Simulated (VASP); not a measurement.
Wanted: the native input for a VASP 6.6.1 run.

| Item | Value |
| --- | --- |
| Task | single point |
| Functional | PBE-based screened hybrid with 10 % exact exchange |
| Potentials or basis | VASP PAW PBE potentials, release 64 (Pt, Se) |
| Cutoff | 520 eV |
| k mesh | 4 × 4 × 3 |
| Occupations | fermi-dirac, width 0.05 eV |
| Spin | no spin polarisation |
| Dipole correction | no |
| Grid for exact exchange (PRECFOCK) | Normal |
| Share of exact exchange | 0.1 |
| Further INCAR settings | ALGO = Normal; EDIFF = 1e-06; NBANDS = 18 |
| Screening parameter | 0.2 1/Å |

PtSe2:

```
Pt Se
1.0
     3.72400    0.00000    0.00000
    -1.86200    3.22508    0.00000
     0.00000    0.00000    5.06200
Pt Se
1 2
Direct
  0.00000 0.00000 0.00000
  0.66667 0.33333 0.75000
  0.33333 0.66667 0.25000
```

One way to write it, as run:

POSCAR

```
PtSe2
1.0
    3.7240000000      0.0000000000      0.0000000000
   -1.8620000000      3.2250786037      0.0000000000
    0.0000000000      0.0000000000      5.0620000000
Pt Se
1 2
Direct
    0.0000000000      0.0000000000      0.0000000000
    0.6666666667      0.3333333333      0.7500000000
    0.3333333333      0.6666666667      0.2500000000
```

INCAR.step1

```
  PREC = Accurate
  ENCUT = 520
  EDIFF = 1E-5
  ISMEAR = -1
  SIGMA = 0.05
  LREAL = F
  LASPH = T
  NELM = 100
  ALGO = Normal
  ISIF = 2
  LWAVE = T
  LCHARG = F
  NBANDS = 18
  GGA = PE
```

INCAR.step2

```
  PREC = Accurate
  ENCUT = 520
  EDIFF = 1E-6
  ISMEAR = -1
  SIGMA = 0.05
  LREAL = F
  LASPH = T
  NELM = 100
  ALGO = Normal
  ISIF = 2
  LWAVE = F
  LCHARG = F
  GGA = PE
  LHFCALC = T
  AEXX = 0.1
  HFSCREEN = 0.2
  PRECFOCK = Normal
  NBANDS = 18
  ISTART = 1
```

KPOINTS

```
regular mesh
0
Gamma
  4 4 3
```

Potentials or basis: VASP PAW PBE potentials, release 64 (Pt, Se).

Run with:

```sh
$ cat potpaw_PBE.64/Pt/POTCAR potpaw_PBE.64/Se/POTCAR > POTCAR
$ cp INCAR.step1 INCAR
$ mpirun -np 1 vasp_std > vasp.out
$ cp INCAR.step2 INCAR
$ mpirun -np 1 vasp_std > vasp.out
```

Results of the run:

| Property | Result |
| --- | --- |
| Pressure | 5.0 GPa |
| Largest force | 0.321 eV/Å |
| Band gap on the k mesh | zero (bands 11 and 12 overlap by 0.22 eV) |

Caveat: the k points lie up to 0.49 Å⁻¹ apart; the PAW data sets were made with another functional, which shifts forces and pressure a little; spin-orbit coupling is left out, which moves the levels of the heavy elements.

Wall time 5.7 min on 1 thread of Intel(R) Xeon(R) Platinum 8488C (Sapphire Rapids), on a shared host, peak memory 0.29 GiB.
